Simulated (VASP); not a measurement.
Wanted: the native input for a VASP 6.6.1 run.

| Item | Value |
| --- | --- |
| Task | single point |
| Functional | LDA |
| Potentials or basis | VASP PAW LDA potentials, release 64 (Ca_sv) |
| Cutoff | 520 eV |
| k mesh | 17 × 17 × 17 |
| Occupations | fermi-dirac, width 0.1 eV |
| Spin | no spin polarisation |
| Dipole correction | no |
| Further INCAR settings | ALGO = Normal; EDIFF = 1e-07; NBANDS = 11 |

The structure of Ca lies in POSCAR:

```
Ca
1.0
    0.0000000000      2.6714532750      2.6714532750
    2.6714532750      0.0000000000      2.6714532750
    2.6714532750      2.6714532750      0.0000000000
Ca
1
Direct
    0.0000000000      0.0000000000      0.0000000000
```

These files were run (other wordings do the same):

INCAR

```
PREC     = Accurate       # precision mode
ENCUT    = 520            # plane-wave cutoff, eV
EDIFF    = 1E-7           # SCF threshold, eV
ISMEAR   = -1             # smearing method
SIGMA    = 0.1            # smearing width, eV
LREAL    = False          # projectors in reciprocal space
LASPH    = True           # aspherical terms in the spheres
NELM     = 100            # most SCF steps
ALGO     = Normal         # electronic algorithm
ISIF     = 2              # what is computed and relaxed
LWAVE    = False          # write WAVECAR
LCHARG   = False          # write CHGCAR
GGA      = CA             # functional
NBANDS   = 11             # bands
```

KPOINTS

```
regular mesh
0
Gamma
  17 17 17
```

Potentials or basis: VASP PAW LDA potentials, release 64 (Ca_sv).

Launch:

```bash
$ cat potpaw_LDA.64/Ca_sv/POTCAR > POTCAR
$ mpirun -np 1 vasp_std > vasp.out
```

Results of the run:

The pressure is 0.0 GPa. The band gap on the k mesh is zero (band 5 reaches 2.28 eV, above the bottom of band 6 at 2.18 eV).

Run time: 40 s on 1 thread of AMD EPYC 7R13 Processor (Zen 3), on a shared host, peak memory 0.16 GiB.
